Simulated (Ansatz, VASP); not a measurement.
**One calculation of Si2Mo, two programs**

```
CELL_PARAMETERS angstrom
4.57734 0.00000 0.00000
-2.28867 3.96410 0.00000
0.00000 0.00000 6.56966
ATOMIC_POSITIONS crystal
Si 0.16389 0.83611 0.83333
Si 0.32778 0.16389 0.16667
Si 0.83611 0.67222 0.50000
Si 0.83611 0.16389 0.83333
Si 0.67222 0.83611 0.16667
Si 0.16389 0.32778 0.50000
Mo 0.50000 0.00000 0.50000
Mo 0.00000 0.50000 0.16667
Mo 0.50000 0.50000 0.83333
```

Alike in both runs: functional r2SCAN; dispersion rVV10; k mesh 9 × 9 × 6; occupations gaussian, width 0.01 eV; no spin polarisation.

Ansatz relaxed the structure, and its values are those at the end. VASP's run is a single point on that final structure, the one shown.

|  | VASP | Ansatz |
| --- | --- | --- |
| version | VASP 6.6.1 | Ansatz 0.2.0 |
| potentials or method | VASP PAW PBE potentials, release 64 (Si, Mo_sv), cutoff 520 eV | scalar-relativistic, plane waves, PAW |
| valence electrons in the cell | 66 | 66 |

Ansatz gave:

```
gap on the k mesh at the Fermi level (eV) : 0.28
least direct gap on the mesh (eV)         : 0.75
pressure (GPa)                            : 0.0
rms of the force components (eV/Å)        : 0.001
```

What did VASP give for the same quantities?

gap on the k mesh at the Fermi level (eV): 0.28; least direct gap on the mesh (eV): 0.75; pressure (GPa): 0.5; rms of the force components (eV/Å): 0.004.

VASP's potentials were made for PBE, not for r2SCAN.
